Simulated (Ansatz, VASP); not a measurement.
**ZnO: VASP beside Ansatz**

File INCAR:

```
SYSTEM = ZnO
PREC = Accurate ; ENCUT = 520
EDIFF = 1E-6 ; ISMEAR = 0
SIGMA = 0.05 ; LREAL = .FALSE.
LASPH = .TRUE. ; NELM = 100
ALGO = Normal ; ISIF = 2
LWAVE = .FALSE. ; LCHARG = .FALSE.
GGA = PS ; NBANDS = 26
```

File KPOINTS:

```
Automatic mesh
0
G
  9 9 6
  0 0 0
```

Contents of POSCAR:

```
ZnO
1.0
    3.2027414341      0.0000000000      0.0000000000
   -1.6013707170      2.7736554437      0.0000000000
    0.0000000000      0.0000000000      5.3075831045
Zn O
2 2
Direct
    0.3333333333      0.6666666667      0.0015754469
    0.6666666667      0.3333333333      0.5015754469
    0.3333333333      0.6666666667      0.3503636909
    0.6666666667      0.3333333333      0.8503636909
```

Input for Ansatz:

```yaml
crystal:
  lattice:
    - [3.2027414341, 0.0, 0.0]
    - [-1.601370717, 2.7736554437, 0.0]
    - [0.0, 0.0, 5.3075831045]
  atoms:
    - { symbol: Zn, position: [0.3333333333, 0.6666666667, 0.0015754469] }
    - { symbol: Zn, position: [0.6666666667, 0.3333333333, 0.5015754469] }
    - { symbol: O, position: [0.3333333333, 0.6666666667, 0.3503636909] }
    - { symbol: O, position: [0.6666666667, 0.3333333333, 0.8503636909] }
basis:
  ecutwfc: 520.0
kpoints:
  mp_grid: { grid: [9, 9, 6] }
hamiltonian:
  xc: pbesol
  pseudopotentials: { kind: paw, azcp: { folder: soft_1 } }
scf:
  occupations: { method: gaussian, width: 0.05 }
output:
  forces: true
  stress: true
  eigenvalues: true
```

Alike in both runs: task single point; functional PBEsol; k mesh 9 × 9 × 6; occupations gaussian, width 0.05 eV; no spin polarisation.

|  | VASP | Ansatz |
| --- | --- | --- |
| version | VASP 6.6.1 | Ansatz 0.2.0 |
| potentials or method | VASP PAW PBE potentials, release 64 (Zn, O), cutoff 520 eV | scalar-relativistic, plane waves, PAW |
| valence electrons in the cell | 36 | 36 |

```tsv
	VASP	Ansatz	Ansatz less VASP
gap on the k mesh at the Fermi level (eV)	0.74	0.75	+0.011
least direct gap on the mesh (eV)	0.74	0.75	+0.011
pressure (GPa)	1.9	0.9	-0.97
traceless stress, the component that is largest in VASP (GPa)	8.41	7.87	-0.543
rms of the force components (eV/Å)	0.740	0.714	-0.0258
```

VASP's potentials were made for PBE, not for PBEsol, and Ansatz warns of the same on its side. Atom by atom the forces differ by 0.026 eV/Å (rms over components). The functional is the same, so the differences come from potentials, cutoffs and numerics.
